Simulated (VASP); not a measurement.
# AgCl (Fm-3m) in VASP: a series of runs, part 2 of 2

VASP 6.6.1. The steps go on from the part before.

**3. Single point, PBE, non-collinear spin, zero start, spin-orbit coupling**

Input file INCAR:

```
SYSTEM = AgCl
ALGO = Normal
EDIFF = 1E-6
ENCUT = 520
GGA = PE
GGA_COMPAT = .False.
ISIF = 2
ISMEAR = 0
LASPH = .True.
LCHARG = .True.
LMAXMIX = 4
LNONCOLLINEAR = .True.
LORBIT = 11
LORBMOM = .True.
LREAL = .False.
LSORBIT = .True.
LVHAR = .True.
LWAVE = .False.
MAGMOM = 0 0 0 0 0 0
NBANDS = 30
NELM = 150
PREC = Accurate
SIGMA = 0.02
```

Input file KPOINTS:

```
k-points
0
Gamma
  8 8 8
  0 0 0
```

Input file POSCAR:

```
AgCl
1.0
    0.0000000000      2.8053419536      2.8053419536
    2.8053419536      0.0000000000      2.8053419536
    2.8053419536      2.8053419536      0.0000000000
Ag Cl
1 1
Direct
    0.0000000000      0.0000000000      0.0000000000
    0.5000000000      0.5000000000      0.5000000000
```

Potentials or basis: VASP PAW PBE potentials, release 64 (Ag, Cl).

Command:

```sh
$ cat potpaw_PBE.64/Ag/POTCAR potpaw_PBE.64/Cl/POTCAR > POTCAR
$ mpirun -np 1 vasp_ncl > vasp.out
```

OUTCAR:

```text
SYSTEM = AgCl
   EDIFF = 1E-6
   ENCUT = 520
   GGA = PE
   ISIF = 2
   ISMEAR = 0
   LASPH = .True.
   LNONCOLLINEAR = .True.
   LORBIT = 11
   LREAL = .False.
   LSORBIT = .True.
   NELM = 150
   PREC = Accurate

 ion  position               nearest neighbor table
   1  0.000  0.000  0.000-   2 2.81   2 2.81   2 2.81   2 2.81   2 2.81   2 2.81
   2  0.500  0.500  0.500-   1 2.81   1 2.81   1 2.81   1 2.81   1 2.81   1 2.81

  LATTYP: Found a face centered cubic cell.
 ALAT       =     5.6106839072

  Lattice vectors:

 A1 = (   0.0000000000,   2.8053419536,   2.8053419536)
 A2 = (   2.8053419536,   0.0000000000,   2.8053419536)
 A3 = (   2.8053419536,   2.8053419536,   0.0000000000)

Analysis of symmetry for initial positions (statically):
=====================================================================
 Subroutine PRICEL returns:
 Original cell was already a primitive cell.

 Routine SETGRP: Setting up the symmetry group for a
 face centered cubic supercell.

 Subroutine GETGRP returns: Found 48 space group operations
 (whereof 48 operations were pure point group operations)
 out of a pool of 48 trial point group operations.

The static configuration has the point symmetry O_h .

Analysis of symmetry for dynamics (positions and initial velocities):
=====================================================================
 Subroutine PRICEL returns:
 Original cell was already a primitive cell.

 Routine SETGRP: Setting up the symmetry group for a
 face centered cubic supercell.

 Subroutine GETGRP returns: Found 48 space group operations
 (whereof 48 operations were pure point group operations)
 out of a pool of 48 trial point group operations.

The dynamic configuration has the point symmetry O_h .

Analysis of structural, dynamic, and magnetic symmetry:
=====================================================================
 Subroutine PRICEL returns:
 Original cell was already a primitive cell.

 Routine SETGRP: Setting up the symmetry group for a
 face centered cubic supercell.

[... 1002 lines left out ...]
  1         0.000  -0.000  -0.000
  2         0.000   0.000   0.000
 ----------------------------------------
            0.000  -0.000  -0.000

 orbital moment (z)

 # of ion     p       d       tot
 ----------------------------------------
  1         0.000  -0.000  -0.000
  2         0.000   0.000   0.000
 ----------------------------------------
            0.000  -0.000  -0.000

 Spin-Orbit-Coupling matrix elements

 Ion:    1  E_soc:     -0.0370669
 l=   1
     0.0000000    -0.0007681    -0.0007681
    -0.0007681     0.0000000    -0.0007681
    -0.0007681    -0.0007681     0.0000000
 l=   2
     0.0000000    -0.0011009     0.0000000    -0.0011009    -0.0043088
    -0.0011009     0.0000000    -0.0032316    -0.0011009    -0.0010772
     0.0000000    -0.0032316     0.0000000    -0.0032316     0.0000000
    -0.0011009    -0.0011009    -0.0032316     0.0000000    -0.0010772
    -0.0043088    -0.0010772     0.0000000    -0.0010772     0.0000000
 l=   3
     0.0000000     0.0000000     0.0000000     0.0000000     0.0000000     0.0000000     0.0000000
     0.0000000     0.0000000     0.0000000     0.0000000     0.0000000     0.0000000     0.0000000
     0.0000000     0.0000000     0.0000000     0.0000000     0.0000000     0.0000000     0.0000000
     0.0000000     0.0000000     0.0000000     0.0000000     0.0000000     0.0000000     0.0000000
     0.0000000     0.0000000     0.0000000     0.0000000     0.0000000     0.0000000     0.0000000
     0.0000000     0.0000000     0.0000000     0.0000000     0.0000000     0.0000000     0.0000000
     0.0000000     0.0000000     0.0000000     0.0000000     0.0000000     0.0000000     0.0000000

 Ion:    2  E_soc:     -0.0034562
 l=   1
     0.0000000    -0.0005760    -0.0005760
    -0.0005760     0.0000000    -0.0005760
    -0.0005760    -0.0005760     0.0000000
 l=   2
     0.0000000     0.0000000     0.0000000     0.0000000     0.0000000
     0.0000000     0.0000000     0.0000000     0.0000000     0.0000000
     0.0000000     0.0000000     0.0000000     0.0000000     0.0000000
     0.0000000     0.0000000     0.0000000     0.0000000     0.0000000
     0.0000000     0.0000000     0.0000000     0.0000000     0.0000000
 l=   3
     0.0000000     0.0000000     0.0000000     0.0000000     0.0000000     0.0000000     0.0000000
     0.0000000     0.0000000     0.0000000     0.0000000     0.0000000     0.0000000     0.0000000
     0.0000000     0.0000000     0.0000000     0.0000000     0.0000000     0.0000000     0.0000000
     0.0000000     0.0000000     0.0000000     0.0000000     0.0000000     0.0000000     0.0000000
     0.0000000     0.0000000     0.0000000     0.0000000     0.0000000     0.0000000     0.0000000
     0.0000000     0.0000000     0.0000000     0.0000000     0.0000000     0.0000000     0.0000000
     0.0000000     0.0000000     0.0000000     0.0000000     0.0000000     0.0000000     0.0000000

 total charge

# of ion       s       p       d       tot
------------------------------------------
    1        0.190   0.128   9.372   9.690
    2        1.603   3.470   0.000   5.072
--------------------------------------------------
tot          1.792   3.598   9.372  14.762

 magnetization (x)

# of ion       s       p       d       tot
------------------------------------------
    1        0.000  -0.000  -0.000   0.000
    2        0.000   0.000   0.000   0.000
--------------------------------------------------
tot          0.000  -0.000  -0.000   0.000

 magnetization (y)

# of ion       s       p       d       tot
------------------------------------------
    1       -0.000   0.000  -0.000  -0.000
    2       -0.000   0.000   0.000  -0.000
--------------------------------------------------
tot         -0.000   0.000  -0.000  -0.000

 magnetization (z)

# of ion       s       p       d       tot
------------------------------------------
    1       -0.000  -0.000   0.000  -0.000
    2        0.000  -0.000   0.000  -0.000
--------------------------------------------------
tot         -0.000  -0.000   0.000  -0.000
```

OSZICAR:

```text
N       E                     dE             d eps       ncg     rms          rms(c)
DAV:   1     0.117960236408E+03    0.11796E+03   -0.85283E+03  1740   0.110E+03
DAV:   2     0.946285292391E+00   -0.11701E+03   -0.11013E+03  1954   0.257E+02
DAV:   3    -0.554604928585E+01   -0.64923E+01   -0.64441E+01  2050   0.610E+01
DAV:   4    -0.561163898062E+01   -0.65590E-01   -0.65564E-01  2002   0.668E+00
DAV:   5    -0.561260973464E+01   -0.97075E-03   -0.97071E-03  2114   0.826E-01    0.589E+00
DAV:   6    -0.542397482792E+01    0.18863E+00   -0.25130E-01  2062   0.699E+00    0.393E+00
DAV:   7    -0.542235816375E+01    0.16167E-02   -0.13742E-01  1998   0.255E+00    0.196E+00
DAV:   8    -0.542127513888E+01    0.10830E-02   -0.48289E-03  1990   0.781E-01    0.731E-01
DAV:   9    -0.542140023745E+01   -0.12510E-03   -0.11535E-03  2020   0.318E-01    0.237E-01
DAV:  10    -0.542142865096E+01   -0.28414E-04   -0.10284E-04  2050   0.116E-01    0.474E-02
DAV:  11    -0.542147338549E+01   -0.44735E-04   -0.60690E-05  1960   0.638E-02    0.158E-02
DAV:  12    -0.542148075577E+01   -0.73703E-05   -0.80550E-06  2012   0.238E-02    0.810E-03
DAV:  13    -0.542148063083E+01    0.12493E-06   -0.20642E-07  1536   0.672E-03
   1 F= -.54214806E+01 E0= -.54214806E+01  d E =-.316841E-16  mag=     0.0000    -0.0000     0.0000
```

stdout:

```text
POSCAR found type information on POSCAR AgCl
 POSCAR found :  2 types and       2 ions
 scaLAPACK will be used
 LDA part: xc-table for (Slater+PW92), standard interpolation
 POSCAR, INCAR and KPOINTS ok, starting setup
 FFT: planning ... GRIDC
 FFT: planning ... GRID_SOFT
 FFT: planning ... GRID
 WAVECAR not read
 entering main loop
```

Wall time 2.1 min (1 thread of AMD EPYC 7R43 (Zen 3), shared host); peak memory 0.26 GiB.

Results:

```
Free energy                                           : -5.4215 eV
Pressure                                              : -0.1 GPa
Net moment                                            : 0.00 μB per cell
Valence electrons inside the program's atomic spheres : Ag 9.69; Cl 5.07
```

Moments on the atoms (μB; x, y, z):
```
Ag  0.00 0.00 0.00
Cl  0.00 0.00 0.00
```
